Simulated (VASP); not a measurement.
# HfC (Fm-3m) in VASP: notebook

Runs on HfC. Level: LDA. Tasks: electric field gradients.

Everything below comes from runs of VASP 6.6.1. Logs are shortened: lines on timing, memory, paths and dates and some standing lists are left out, and cuts for length are marked.

## Step 1: The cell of the first run

It takes space group Fm-3m (No. 225, cubic). Conventional cell: a = 4.634 Å, b = 4.634 Å, c = 4.634 Å, α = 90.00°, β = 90.00°, γ = 90.00°. Within 3.1 Å of Hf (site symmetry m-3m) lie 6 C at 2.32 Å. Within 3.1 Å of C (site symmetry m-3m) lie 6 Hf at 2.32 Å.

## Step 2: Electric field gradients, LDA

Input file INCAR:

```
ALGO = Normal
EDIFF = 1E-8
ENCUT = 520
GGA = CA
ISIF = 2
ISMEAR = -1
LASPH = True
LCHARG = False
LEFG = True
LREAL = False
LWAVE = False
NBANDS = 14
NELM = 60
PREC = Accurate
SIGMA = 0.05
```

Input file KPOINTS:

```
k-points
0
Gamma
  14 14 14
```

Input file POSCAR:

```
HfC
1.0
    0.0000000000      2.3171388429      2.3171388429
    2.3171388429      0.0000000000      2.3171388429
    2.3171388429      2.3171388429      0.0000000000
Hf C
1 1
Direct
    0.0000000000      0.0000000000      0.0000000000
    0.5000000000      0.5000000000      0.5000000000
```

Potentials or basis: VASP PAW LDA potentials, release 64 (Hf_pv, C).

Command:

```sh
> cat potpaw_LDA.64/Hf_pv/POTCAR potpaw_LDA.64/C/POTCAR > POTCAR
> mpirun -np 1 vasp_std > vasp.out
```

OUTCAR:

```text
EDIFF = 1E-8
   ENCUT = 520
   GGA = CA
   ISIF = 2
   ISMEAR = -1
   LASPH = True
   LREAL = False
   NELM = 60
   PREC = Accurate

 ion  position               nearest neighbor table
   1  0.000  0.000  0.000-   2 2.32   2 2.32   2 2.32   2 2.32   2 2.32   2 2.32
   2  0.500  0.500  0.500-   1 2.32   1 2.32   1 2.32   1 2.32   1 2.32   1 2.32

  LATTYP: Found a face centered cubic cell.
 ALAT       =     4.6342776858

  Lattice vectors:

 A1 = (   0.0000000000,   2.3171388429,   2.3171388429)
 A2 = (   2.3171388429,   0.0000000000,   2.3171388429)
 A3 = (   2.3171388429,   2.3171388429,   0.0000000000)

Analysis of symmetry for initial positions (statically):
=====================================================================
 Subroutine PRICEL returns:
 Original cell was already a primitive cell.

 Routine SETGRP: Setting up the symmetry group for a
 face centered cubic supercell.

 Subroutine GETGRP returns: Found 48 space group operations
 (whereof 48 operations were pure point group operations)
 out of a pool of 48 trial point group operations.

The static configuration has the point symmetry O_h .

Analysis of symmetry for dynamics (positions and initial velocities):
=====================================================================
 Subroutine PRICEL returns:
 Original cell was already a primitive cell.

 Routine SETGRP: Setting up the symmetry group for a
 face centered cubic supercell.

 Subroutine GETGRP returns: Found 48 space group operations
 (whereof 48 operations were pure point group operations)
 out of a pool of 48 trial point group operations.

The dynamic configuration has the point symmetry O_h .

 Subroutine INISYM returns: Found 48 space group operations
 (whereof 48 operations are pure point group operations),
 and found     1 'primitive' translations

----------------------------------------------------------------------------------------

                                     Primitive cell

  volume of cell :      24.8821

  direct lattice vectors                    reciprocal lattice vectors
     0.000000000  2.317138843  2.317138843    -0.215783358  0.215783358  0.215783358
     2.317138843  0.000000000  2.317138843     0.215783358 -0.215783358  0.215783358
     2.317138843  2.317138843  0.000000000     0.215783358  0.215783358 -0.215783358

  length of vectors
     3.276929178  3.276929178  3.276929178     0.373747739  0.373747739  0.373747739

  position of ions in fractional coordinates (direct lattice)
[... 8 lines left out ...]
----------------------------------------------------------------------------------------

 KPOINTS: k-points

Automatic generation of k-mesh.
 Grid dimensions read from file:
 generate k-points for:   14   14   14

 Generating k-lattice:

  Cartesian coordinates                     Fractional coordinates (reciprocal lattice)
    -0.015413097  0.015413097  0.015413097     0.071428571  0.000000000  0.000000000
     0.015413097 -0.015413097  0.015413097     0.000000000  0.071428571  0.000000000
     0.015413097  0.015413097 -0.015413097     0.000000000  0.000000000  0.071428571

  Length of vectors
     0.026696267  0.026696267  0.026696267

  Shift w.r.t. Gamma in fractional coordinates (k-lattice)
     0.000000000  0.000000000  0.000000000

 Subroutine IBZKPT returns following result:
 ===========================================

 Found    104 irreducible k-points:

 Following reciprocal coordinates:
            Coordinates               Weight
  0.000000  0.000000  0.000000      1.000000
  0.071429  0.000000  0.000000      8.000000
  0.142857  0.000000  0.000000      8.000000
  0.214286  0.000000  0.000000      8.000000
  0.285714  0.000000  0.000000      8.000000
  0.357143  0.000000  0.000000      8.000000
[... 16 lines left out ...]
  0.214286  0.142857  0.000000     24.000000
  0.285714  0.142857  0.000000     24.000000
 [... further k-points ...]
   k-points           NKPTS =    104   k-points in BZ     NKDIM =    104   number of bands    NBANDS=     14
   number of dos      NEDOS =    301   number of ions     NIONS =      2
   total plane-waves  NPLWV =  13824
   dimension x,y,z NGX =    24 NGY =   24 NGZ =   24
   dimension x,y,z NGXF=    48 NGYF=   48 NGZF=   48
   ions per type =               1   1
   NGX,Y,Z   is equivalent  to a cutoff of  12.18, 12.18, 12.18 a.u.
   NGXF,Y,Z  is equivalent  to a cutoff of  24.35, 24.35, 24.35 a.u.
 SYSTEM =  unknown system
   PREC   = accura    normal or accurate (medium, high low for compatibility)
   ISTART =      0    job   : 0-new  1-cont  2-samecut
   ICHARG =      2    charge: 1-file 2-atom 10-const
   ISPIN  =      1    spin polarized calculation?
   LNONCOLLINEAR =      F non collinear calculations
   LSORBIT =      F    spin-orbit coupling
   LASPH  =      T    aspherical Exc in radial PAW
   ENCUT  =  520.0 eV  38.22 Ry    6.18 a.u.   6.09  6.09  6.09*2*pi/ulx,y,z
   NELM   =     60;   NELMIN=  2; NELMDL= -5     # of ELM steps
   EDIFF  = 0.1E-07   stopping-criterion for ELM
   LREAL  =      F    real-space projection
   EDIFFG = 0.1E-06   stopping-criterion for IOM
   NSW    =      0    number of steps for IOM
   IBRION =     -1    ionic relax: 0-MD 1-quasi-New 2-CG
   NFREE  =      0    steps in history (QN), initial steepest desc. (CG)
   ISIF   =      2    stress and relaxation
   ISYM   =      2    0-nonsym 1-usesym 2-fastsym
   POTIM  = 0.5000    time-step for ionic-motion
   TEBEG  =    0.0;   TEEND  =   0.0 temperature during run
   PSTRESS=    0.0 pullay stress
   NELECT =      14.0000    total number of electrons
   NUPDOWN=      -1.0000    fix difference up-down
   EMIN   =  10.00;   EMAX   =-10.00  energy-range for DOS
   EFERMI =   0.00;   METHOD = LEGACY
   ISMEAR =    -1;   SIGMA  =   0.05  broadening in eV -4-tet -1-fermi 0-gaus
   EFERMI_NEDOS =   21; number of points for ismear=-14 and -15
   IALGO  =     38    algorithm
   IMIX   =      4    mixing-type and parameters
     AMIX     =   0.40;   BMIX     =  1.00
     AMIX_MAG =   1.60;   BMIX_MAG =  1.00
  volume/ion in A,a.u.               =      12.44        83.96
  Fermi-wavevector in a.u.,A,eV,Ry     =   1.351519  2.554000 24.852447  1.826603
  Thomas-Fermi vector in A             =   2.478934
   LORBIT       =      0    0 simple, 1 ext, 2 COOP (PROOUT), +10 PAW based schemes
   GGA     = CA    functional components
   LHFCALC =     F    Hartree Fock is set to
   AEXX    =    0.0000 exact exchange contribution
   IVDW    =     0    specifies the selected vdW correction
   LEPSILON=     F    determine dielectric tensor
   LRPA    =     F    only Hartree local field effects (RPA)
 non-spin polarized calculation
  energy-cutoff  :      520.00
  volume of cell :       24.88
 maximum number of plane-waves:       692
   NGX = 13   NGY = 13   NGZ = 13

 number of electron      14.0000001 magnetization

 Free energy of the ion-electron system (eV)
  ---------------------------------------------------
  ext. energy  EPLUGINS =         0.00000000
  ---------------------------------------------------
  free energy    TOTEN  =       -22.86837195 eV

  energy without entropy =      -22.86582293  energy(sigma->0) =      -22.86709744

 E-fermi :   5.9019     XC(G=0): -12.5376

 val. band max:        5.8887787237   @ k =   0.5000   0.5000   0.0000
 cond. band min:       5.9299324636   @ k =   0.3571   0.2857   0.0000
 fundamental gap:      0.0411537399
 Fermi energy:         5.9018929543

 k-point     1 :       0.0000    0.0000    0.0000
  band No.  band energies     occupation
      1     -23.4234      2.00000
      2     -23.4234      2.00000
      3     -23.4234      2.00000
      4      -6.2670      2.00000
      5       6.9574      0.00000
      6       6.9574      0.00000
      7       6.9574      0.00000
      8       7.2322      0.00000
      9       7.2322      0.00000
     10       7.2322      0.00000
     11       9.2823      0.00000
     12       9.2823      0.00000
     13      12.9992      0.00000
     14      17.0016      0.00000
[... 375 lines left out ...]
 k-point    24 :       0.2857    0.1429    0.0000
  band No.  band energies     occupation
      1     -23.7836      2.00000
      2     -23.5131      2.00000
      3     -23.5015      2.00000
      4      -4.6750      2.00000
      5       2.4805      2.00000
      6       4.2474      2.00000
      7       4.8091      2.00000
      8       7.0613      0.00000
      9      10.0242      0.00000
     10      10.3716      0.00000
     11      11.9254      0.00000
     12      13.5002      0.00000
     13      16.6315      0.00000
     14      18.8404      0.00000

 [... further k-points ...]

------------------------ aborting loop because EDIFF is reached ----------------------------------------

  FORCE on cell =-STRESS in cart. coord.  units (eV):
  Direction    XX          YY          ZZ          XY          YZ          ZX
  --------------------------------------------------------------------------------------
  -------------------------------------------------------------------------------------
  Total       -1.4499223     -1.4499223     -1.4499223      0.0000000      0.0000000      0.0000000
  in kB      -93.3617818    -93.3617818    -93.3617818      0.0000000      0.0000000      0.0000000
  external PRESSURE =     -93.3617818 kB  Pullay stress =       0.0000000 kB

 VOLUME and BASIS-vectors are now :
 -----------------------------------------------------------------------------
  energy-cutoff  :      520.00
  volume of cell :       24.88
      direct lattice vectors                 reciprocal lattice vectors
     0.000000000  2.317138843  2.317138843    -0.215783358  0.215783358  0.215783358
     2.317138843  0.000000000  2.317138843     0.215783358 -0.215783358  0.215783358
     2.317138843  2.317138843  0.000000000     0.215783358  0.215783358 -0.215783358

 POSITION                                       TOTAL-FORCE (eV/Angst)
 -----------------------------------------------------------------------------------
      0.00000      0.00000      0.00000         0.000000     -0.000000     -0.000000
      2.31714      2.31714      2.31714        -0.000000      0.000000      0.000000
 -----------------------------------------------------------------------------------
    total drift:                                0.000000     -0.000000     -0.000000

  FREE ENERGIE OF THE ION-ELECTRON SYSTEM (eV)
  ---------------------------------------------------
  free  energy   TOTEN  =       -22.8683719486 eV

  energy  without entropy=      -22.8658229297  energy(sigma->0) =      -22.86709744

 Electric field gradients (V/A^2)
---------------------------------------------------------------------
 ion       V_xx      V_yy      V_zz      V_xy      V_xz      V_yz
---------------------------------------------------------------------
   1      -0.000     0.000    -0.000     0.000     0.000     0.000
   2      -0.000     0.000     0.000     0.000     0.000     0.000
---------------------------------------------------------------------

 Electric field gradients after diagonalization (V/A^2)
 (convention: |V_zz| > |V_xx| > |V_yy|)
----------------------------------------------------------------------
 ion       V_xx      V_yy      V_zz     asymmetry (V_yy - V_xx)/ V_zz
----------------------------------------------------------------------
   1      -0.000    -0.000     0.000       0.000
   2      -0.000    -0.000     0.001       0.000
----------------------------------------------------------------------

           NMR quadrupolar parameters

 Cq : quadrupolar parameter    Cq=e*Q*V_zz/h
 eta: asymmetry parameters     (V_yy - V_xx)/ V_zz
 Q  : nuclear electric quadrupole moment in mb (millibarn)
----------------------------------------------------------------------
 ion       Cq(MHz)       eta       Q (mb)
----------------------------------------------------------------------
   1       0.000       0.000       1.000
   2       0.000       0.000       1.000
----------------------------------------------------------------------
```

Run time: 14 s. Hardware: 1 thread of Intel Xeon 6975P-C, shared host; peak memory 0.16 GiB.

What came out:

* Free energy: -22.8684 eV
* Pressure: -9.3 GPa
* Band gap on the k mesh: zero (band 7 reaches 6.96 eV, above the bottom of band 8 at 5.53 eV)

Caveat: without QUAD_EFG the Cq values of the log hold for a quadrupole moment of 1 mb, not for the nuclei; spin-orbit coupling is left out, which moves the levels of the heavy elements.

## Step 3: Electric field gradients, LDA (volume scaled by 1.02)

Input file INCAR:

```
SYSTEM = HfC
  ALGO = Normal
  EDIFF = 1E-8
  ENCUT = 520
  GGA = CA
  ISIF = 2
  ISMEAR = -1
  LASPH = .TRUE.
  LCHARG = .FALSE.
  LEFG = .TRUE.
  LREAL = .FALSE.
  LWAVE = .FALSE.
  NBANDS = 14
  NELM = 100
  PREC = Accurate
  SIGMA = 0.05
```

Input file KPOINTS:

```
k-points
0
G
  14 14 14
  0 0 0
```

Input file POSCAR:

```
HfC
1.0
    0.0000000000      2.3324845805      2.3324845805
    2.3324845805      0.0000000000      2.3324845805
    2.3324845805      2.3324845805      0.0000000000
Hf C
1 1
Direct
    0.0000000000      0.0000000000      0.0000000000
    0.5000000000      0.5000000000      0.5000000000
```

Potentials or basis: VASP PAW LDA potentials, release 64 (Hf_pv, C).

Command:

```sh
> cat potpaw_LDA.64/Hf_pv/POTCAR potpaw_LDA.64/C/POTCAR > POTCAR
> mpirun -np 1 vasp_std > vasp.out
```

OUTCAR:

```text
SYSTEM = HfC
   EDIFF = 1E-8
   ENCUT = 520
   GGA = CA
   ISIF = 2
   ISMEAR = -1
   LASPH = .TRUE.
   LREAL = .FALSE.
   NELM = 100
   PREC = Accurate

 ion  position               nearest neighbor table
   1  0.000  0.000  0.000-   2 2.33   2 2.33   2 2.33   2 2.33   2 2.33   2 2.33
   2  0.500  0.500  0.500-   1 2.33   1 2.33   1 2.33   1 2.33   1 2.33   1 2.33

  LATTYP: Found a face centered cubic cell.
 ALAT       =     4.6649691610

  Lattice vectors:

 A1 = (   0.0000000000,   2.3324845805,   2.3324845805)
[... 621 lines left out ...]
  ---------------------------------------------------
  free  energy   TOTEN  =       -22.8326702144 eV

  energy  without entropy=      -22.8300369822  energy(sigma->0) =      -22.83135360

 Electric field gradients (V/A^2)
---------------------------------------------------------------------
 ion       V_xx      V_yy      V_zz      V_xy      V_xz      V_yz
---------------------------------------------------------------------
   1      -0.000     0.000     0.000    -0.000    -0.000    -0.000
   2      -0.000     0.000    -0.000    -0.000    -0.000    -0.000
---------------------------------------------------------------------

 Electric field gradients after diagonalization (V/A^2)
 (convention: |V_zz| > |V_xx| > |V_yy|)
----------------------------------------------------------------------
 ion       V_xx      V_yy      V_zz     asymmetry (V_yy - V_xx)/ V_zz
----------------------------------------------------------------------
   1       0.000     0.000    -0.000       0.000
   2       0.000     0.000    -0.000       0.000
----------------------------------------------------------------------

           NMR quadrupolar parameters

 Cq : quadrupolar parameter    Cq=e*Q*V_zz/h
 eta: asymmetry parameters     (V_yy - V_xx)/ V_zz
 Q  : nuclear electric quadrupole moment in mb (millibarn)
----------------------------------------------------------------------
 ion       Cq(MHz)       eta       Q (mb)
----------------------------------------------------------------------
   1      -0.000       0.000       1.000
   2      -0.000       0.000       1.000
----------------------------------------------------------------------
```

OSZICAR:

```text
N       E                     dE             d eps       ncg     rms          rms(c)
DAV:   1     0.234659928334E+02    0.23466E+02   -0.72937E+03  2952   0.950E+02
DAV:   2    -0.244333757787E+02   -0.47899E+02   -0.45382E+02  3788   0.202E+02
DAV:   3    -0.260179537713E+02   -0.15846E+01   -0.15792E+01  3560   0.269E+01
DAV:   4    -0.260252192817E+02   -0.72655E-02   -0.72651E-02  3440   0.230E+00
DAV:   5    -0.260252662849E+02   -0.47003E-04   -0.47003E-04  3524   0.161E-01    0.570E+01
DAV:   6    -0.229568103647E+02    0.30685E+01   -0.12600E+01  3230   0.182E+01    0.408E+01
DAV:   7    -0.228589742640E+02    0.97836E-01   -0.64863E-01  3668   0.533E+00    0.252E+01
DAV:   8    -0.228424990840E+02    0.16475E-01   -0.11783E-01  3596   0.230E+00    0.689E+00
DAV:   9    -0.228331159155E+02    0.93832E-02   -0.34594E-02  3266   0.993E-01    0.211E+00
DAV:  10    -0.228326760661E+02    0.43985E-03   -0.19243E-03  3656   0.313E-01    0.931E-02
DAV:  11    -0.228326707366E+02    0.53295E-05   -0.10089E-04  3356   0.812E-02    0.544E-02
DAV:  12    -0.228326705079E+02    0.22867E-06   -0.21702E-06  3710   0.116E-02    0.294E-02
DAV:  13    -0.228326702080E+02    0.29996E-06   -0.70118E-07  3308   0.444E-03    0.100E-03
DAV:  14    -0.228326702144E+02   -0.64342E-08   -0.35278E-08  3548   0.142E-03
   1 F= -.22832670E+02 E0= -.22831354E+02  d E =-.263323E-02
```

stdout:

```text
POSCAR found type information on POSCAR HfC
 POSCAR found :  2 types and       2 ions
 scaLAPACK will be used
 LDA part: xc-table for (Slater(with rela. corr.)+CA(PZ))
 , standard interpolation
 POSCAR, INCAR and KPOINTS ok, starting setup
 FFT: planning ... GRIDC
 FFT: planning ... GRID_SOFT
 FFT: planning ... GRID
 WAVECAR not read
 entering main loop
ion   1

ion   2
```

Run time: 25 s. Hardware: 1 thread of Intel Xeon 6975P-C, shared host; peak memory 0.17 GiB.

Results:

```
Free energy            : -22.8327 eV
Pressure               : -13.7 GPa
Band gap on the k mesh : zero (band 7 reaches 6.79 eV, above the bottom of band 8 at 5.37 eV)
```

Levels at points of the mesh, in eV from the Fermi level:
```tsv
k point	band 4	band 5	band 6	band 7	band 8	band 9	band 10	band 11
(0.00, 0.00, 0.00)	-12.07	1.05	1.05	1.05	1.33	1.33	1.33	3.32
(0.50, 0.00, 0.00)	-8.29	-6.05	-2.93	-2.93	5.18	5.18	5.66	6.62
(0.50, 0.50, 0.00)	-10.16	-2.48	-1.77	-0.03	-0.03	5.22	6.57	6.57
```

Caveat: without QUAD_EFG the Cq values of the log hold for a quadrupole moment of 1 mb, not for the nuclei; spin-orbit coupling is left out, which moves the levels of the heavy elements.

(Part 1 of 2 ends here.)
